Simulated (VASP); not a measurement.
AlN (rock salt), 2 atoms in the cell. The structure is cubic, space group Fm-3m (No. 225). Conventional cell: a = 4.058 Å, b = 4.058 Å, c = 4.058 Å, α = 90.00°, β = 90.00°, γ = 90.00°. Within 2.7 Å of Al (site symmetry m-3m) lie 6 N at 2.03 Å. Within 2.7 Å of N (site symmetry m-3m) lie 6 Al at 2.03 Å.  This cell differs from its parent crystal: volume scaled by 1.01.

- Program: VASP 6.6.1
- Task: single point
- Functional: PBE
- Potentials or basis: VASP PAW PBE potentials, release 64 (Al, N)
- Cutoff: 600 eV
- k mesh: 10 × 10 × 10
- Occupations: gaussian, width 0.01 eV
- Spin: no spin polarisation
- Dipole correction: no
- Further INCAR settings: ALGO = Normal; EDIFF = 1e-06; NBANDS = 11

Potentials or basis: VASP PAW PBE potentials, release 64 (Al, N).

Launch:

```sh
$ cat potpaw_PBE.64/Al/POTCAR potpaw_PBE.64/N/POTCAR > POTCAR
$ mpirun -np 1 vasp_std > vasp.out
```

Hardware: 1 thread of Intel(R) Xeon(R) Platinum 8481C CPU @ 2.70GHz (Sapphire Rapids) (shared host).

Problem. Estimate the wall time of this run.

Solution. It took 3.6 s on 1 thread of Intel(R) Xeon(R) Platinum 8481C CPU @ 2.70GHz (Sapphire Rapids) (shared host), peak memory 0.13 GiB. Counts: scf iterations 12, k points 47.
